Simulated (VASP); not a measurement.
Crystal: GaSnP.

```
Ga Sn P
1.0
     3.31860    0.00000    0.00000
    -1.65930    2.87399    0.00000
     0.00000    0.00000    8.58372
Ga Sn P
1 1 1
Direct
  0.00000 0.00000 0.14178
  0.00000 0.00000 0.44657
  0.00000 0.00000 0.89934
```

- Program: VASP 6.6.1
- Task: relaxation of cell and atoms
- Functional: PBE
- Potentials or basis: VASP PAW PBE potentials, release 64 (Ga_d, Sn_d, P)
- Cutoff: 600 eV
- k mesh: 6 × 6 × 2
- Occupations: gaussian, width 0.1 eV
- Spin: no spin polarisation

At the start: pressure 1.5 GPa; volume 27.29 Å³/atom.

**Question.** How do energy, volume and symmetry change on relaxing?

**Answer.** Over 38 steps the energy falls by 365.6 meV/atom and the volume is 21.09 Å³/atom (-22.7 %); space group P6mm (No. 183, to 0.05 Å).

The path:
| step | energy change (eV) | largest force (eV/Å) | pressure (GPa) | volume (Å³) |
| --- | --- | --- | --- | --- |
| 1 | 0.0000 | 2.9749 | 1.48 | 81.87 |
| 2 | -0.1775 | 1.1481 | -5.22 | 84.21 |
| 3 | -0.3785 | 0.6000 | -3.85 | 83.16 |
| 4 | -0.5261 | 0.3930 | -1.70 | 76.48 |
| 5 | -0.5312 | 0.3600 | -1.02 | 75.26 |
| 6 | -0.5466 | 0.5271 | 0.31 | 73.41 |
| 7 | -0.5480 | 0.3664 | 0.01 | 73.81 |
| 8 | -0.5587 | 0.3951 | -0.03 | 73.35 |
| 9 | -0.5955 | 0.4950 | -0.12 | 71.97 |
| 10 | -0.6941 | 0.8372 | -0.16 | 69.23 |
| 11 | -0.8986 | 1.7136 | 1.66 | 63.81 |
| 12 | 6.4050 | 28.1417 | 64.84 | 53.21 |
| 13 | -0.7556 | 2.2231 | 3.40 | 63.61 |
| 14 | -0.2830 | 2.1281 | 12.55 | 58.37 |
| 15 | -0.7274 | 2.4040 | 4.05 | 63.09 |
| 16 | -0.6892 | 2.3803 | 6.05 | 61.00 |
| 17 | -0.7253 | 2.4870 | 4.67 | 62.29 |
| 18 | -0.7207 | 2.4923 | 4.95 | 61.91 |
| 19 | -0.7213 | 2.4876 | 5.04 | 61.89 |
| 20 | -0.7228 | 2.4740 | 5.04 | 61.84 |
| 21 | -0.7254 | 2.4443 | 5.09 | 61.73 |
| 22 | -0.7289 | 2.3763 | 5.23 | 61.52 |
| 23 | -0.7283 | 2.1962 | 5.63 | 61.09 |
| 24 | -0.7300 | 2.3000 | 5.41 | 61.32 |
| 25 | -0.7346 | 2.2788 | 5.36 | 61.33 |
| 26 | -0.7482 | 2.2155 | 5.20 | 61.36 |
| 27 | -0.7743 | 2.0924 | 4.94 | 61.43 |
| 28 | -0.8226 | 1.8600 | 4.41 | 61.57 |
| 29 | -0.9041 | 1.4464 | 3.43 | 61.84 |
| 30 | -1.0165 | 0.7848 | 1.87 | 62.37 |
| 31 | -1.0945 | 0.1114 | -0.07 | 63.40 |
| 32 | -1.0945 | 0.1276 | -0.14 | 63.44 |
| 33 | -1.0948 | 0.1226 | -0.05 | 63.42 |
| 34 | -1.0955 | 0.1088 | -0.02 | 63.37 |
| 35 | -1.0962 | 0.0812 | 0.05 | 63.25 |
| 36 | -1.0962 | 0.0759 | 0.07 | 63.23 |
| 37 | -1.0965 | 0.0529 | 0.07 | 63.24 |
| 38 | -1.0967 | 0.0008 | 0.10 | 63.27 |

Final structure:
```
Ga Sn P
1.0
     3.01675    0.00000    0.00000
    -1.50838    2.61258    0.00000
     0.00000    0.00000    8.02706
Ga Sn P
1 1 1
Direct
  0.00000 0.00000 0.14334
  0.00000 0.00000 0.50613
  0.00000 0.00000 0.83823
```

Caveat: the k points lie up to 0.40 Å⁻¹ apart in the final cell; the volume moved by over 15 % at a fixed basis, so the end points are rough.
